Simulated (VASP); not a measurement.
A run of VASP 6.6.1:

The input INCAR:

```
SYSTEM = Mg3Zn
ALGO = Normal ; EDIFF = 1E-6
ENCUT = 520 ; ISIF = 2
ISMEAR = -1 ; LASPH = .True.
LCHARG = .False. ; LREAL = .False.
LWAVE = .False. ; NBANDS = 17
NELM = 100 ; PREC = Accurate
SIGMA = 0.3
```

The input KPOINTS:

```
Automatic mesh
0
Gamma
  6 6 6
  0.5 0.5 0.5
```

The input POSCAR:

```
Mg3Zn
1.0
    4.2755173300      0.0000000000      0.0000000000
    0.0000000000      4.2755173300      0.0000000000
    0.0000000000      0.0000000000      4.2755173300
Mg Zn
3 1
Direct
    0.5000000000      0.5000000000      0.0000000000
    0.5000000000      0.0000000000      0.5000000000
    0.0000000000      0.5000000000      0.5000000000
    0.0000000000      0.0000000000      0.0000000000
```

Potentials or basis: VASP PAW LDA potentials, release 64 (Mg, Zn).

Command:

```sh
$ cat potpaw_LDA.64/Mg/POTCAR potpaw_LDA.64/Zn/POTCAR > POTCAR
$ mpirun -np 1 vasp_std > vasp.out
```

Hardware: 1 thread of Intel(R) Xeon(R) 6975P-C (Granite Rapids) (shared host).

**Question.** How long does it take, and how much memory?

**Answer.** Run time: 5 s on 1 thread of Intel(R) Xeon(R) 6975P-C (Granite Rapids) (shared host), peak memory 0.15 GiB. Counts: scf iterations 12, k points 10.
